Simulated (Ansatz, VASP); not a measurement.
**BaTiO3: VASP beside Ansatz**

File INCAR:

```
SYSTEM = BaTiO3
PREC     = Accurate       ! precision mode
ENCUT    = 520            ! plane-wave cutoff, eV
EDIFF    = 1E-6           ! SCF threshold, eV
ISMEAR   = 0              ! smearing method
SIGMA    = 0.02           ! smearing width, eV
LREAL    = .FALSE.        ! projectors in reciprocal space
LASPH    = .TRUE.         ! aspherical terms in the spheres
NELM     = 80             ! most SCF steps
ALGO     = Normal         ! electronic algorithm
ISIF     = 2              ! what is computed and relaxed
LWAVE    = .FALSE.        ! write WAVECAR
LCHARG   = .TRUE.         ! write CHGCAR
GGA      = PS             ! functional
LELF     = .TRUE.         ! ELF
LVHAR    = .TRUE.       
NBANDS   = 28             ! bands
```

The input KPOINTS:

```
Automatic mesh
0
G
  6 6 6
  0 0 0
```

The input POSCAR:

```
BaTiO3
1.0
    3.9855000000      0.0000000000      0.0000000000
    0.0000000000      2.8369000000      2.8451500000
    0.0000000000     -2.8369000000      2.8451500000
Ba Ti O
1 1 3
Direct
    0.0000000000      0.0000000000      0.0000000000
    0.5000000000      0.5124000000      0.5124000000
    0.0000000000      0.4874000000      0.4874000000
    0.5000000000      0.5052400000      0.9918400000
    0.5000000000      0.9918400000      0.5052400000
```

Input for Ansatz:

```yaml
crystal:
  lattice:
    - [3.9855, 0.0, 0.0]
    - [0.0, 2.8369, 2.84515]
    - [0.0, -2.8369, 2.84515]
  atoms:
    - { symbol: Ba, position: [0.0, 0.0, 0.0] }
    - { symbol: Ti, position: [0.5, 0.5124, 0.5124] }
    - { symbol: O, position: [0.0, 0.4874, 0.4874] }
    - { symbol: O, position: [0.5, 0.50524, 0.99184] }
    - { symbol: O, position: [0.5, 0.99184, 0.50524] }
basis:
  ecutwfc: 520.0
kpoints:
  mp_grid:
    grid: [6, 6, 6]
hamiltonian:
  xc: pbesol
scf:
  occupations:
    method: gaussian
    width: 0.02
output:
  stress: true
```

Alike in both runs: task single point; functional PBEsol; k mesh 6 × 6 × 6; occupations gaussian, width 0.02 eV; no spin polarisation.

|  | VASP | Ansatz |
| --- | --- | --- |
| version | VASP 6.6.1 | Ansatz 0.2.0 |
| potentials or method | VASP PAW PBE potentials, release 64 (Ba_sv, Ti_sv, O), cutoff 520 eV | plane waves, PAW |
| valence electrons in the cell | 40 | 40 |

|  | VASP | Ansatz | Ansatz less VASP |
| --- | --- | --- | --- |
| pressure (GPa) | -2.1 | -3.9 | -1.80 |
| traceless stress, the component that is largest in VASP (GPa) | -0.37 | -0.37 | -0.005 |

VASP's potentials were made for PBE, not for PBEsol. The functional is the same, so the differences come from potentials, cutoffs and numerics.

Spin-orbit coupling is off throughout.
